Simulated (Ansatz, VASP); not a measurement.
**Two plane-wave programs on CdS**

File INCAR:

```
SYSTEM = CdS
PREC = Accurate
ENCUT = 520
EDIFF = 1E-6
ISMEAR = 0
SIGMA = 0.01
LREAL = .False.
LASPH = .True.
NELM = 100
ALGO = Normal
ISIF = 2
LWAVE = .False.
LCHARG = .False.
GGA = PS
NBANDS = 26
```

File KPOINTS:

```
regular mesh
0
Gamma
  12 12 6
  0 0 0
```

File POSCAR:

```
CdS
1.0
    4.1244802128      0.0000000000      0.0000000000
   -2.0622401064      3.5719046417      0.0000000000
    0.0000000000      0.0000000000      6.7094702297
Cd S
2 2
Direct
    0.3333333333      0.6666666667     -0.0275735624
    0.6666666667      0.3333333333      0.4724264376
    0.3333333333      0.6666666667      0.4045735624
    0.6666666667      0.3333333333      0.9045735624
```

Input for Ansatz:

```yaml
crystal:
  lattice:
    - [4.1244802128, 0.0, 0.0]
    - [-2.0622401064, 3.5719046417, 0.0]
    - [0.0, 0.0, 6.7094702297]
  atoms:
    - { symbol: Cd, position: [0.3333333333, 0.6666666667, -0.0275735624] }
    - { symbol: Cd, position: [0.6666666667, 0.3333333333, 0.4724264376] }
    - { symbol: S, position: [0.3333333333, 0.6666666667, 0.4045735624] }
    - { symbol: S, position: [0.6666666667, 0.3333333333, 0.9045735624] }
basis:
  ecutwfc: 420
  xc_grid: 2
kpoints:
  mp_grid: { grid: [12, 12, 6] }
hamiltonian:
  xc: pbesol
  pseudopotentials: { kind: paw, azcp: { folder: soft_1 } }
scf:
  occupations: { method: fixed }
output:
  forces: true
  stress: true
  eigenvalues: true
  polarization: {}
```

Change from the starting cell: polar distortion scaled by 0.55.

Alike in both runs: task single point; functional PBEsol; k mesh 12 × 12 × 6; no spin polarisation.

|  | VASP | Ansatz |
| --- | --- | --- |
| version | VASP 6.6.1 | Ansatz 0.2.0 |
| potentials or method | VASP PAW PBE potentials, release 64 (Cd, S), cutoff 520 eV | scalar-relativistic, plane waves, PAW |
| occupations | gaussian, width 0.01 eV | fixed |
| valence electrons in the cell | 36 | 52 |

VASP gave:

```
gap on the k mesh at the Fermi level (eV)                     : 1.27
least direct gap on the mesh (eV)                             : 1.27
pressure (GPa)                                                : 2.4
traceless stress, the component that is largest in VASP (GPa) : -5.48
rms of the force components (eV/Å)                            : 0.409
```

**Question.** Estimate Ansatz's values.

**Answer.** gap on the k mesh at the Fermi level (eV): 1.26; least direct gap on the mesh (eV): 1.26; pressure (GPa): 2.0; traceless stress, the component that is largest in VASP (GPa): -5.21; rms of the force components (eV/Å): 0.396.

VASP's potentials were made for PBE, not for PBEsol, and Ansatz warns of the same on its side. Atom by atom the forces differ by 0.013 eV/Å (rms over components). VASP's potentials hold 36 valence electrons a cell and Ansatz's 52, so a difference there can come from the potentials and not from the codes.
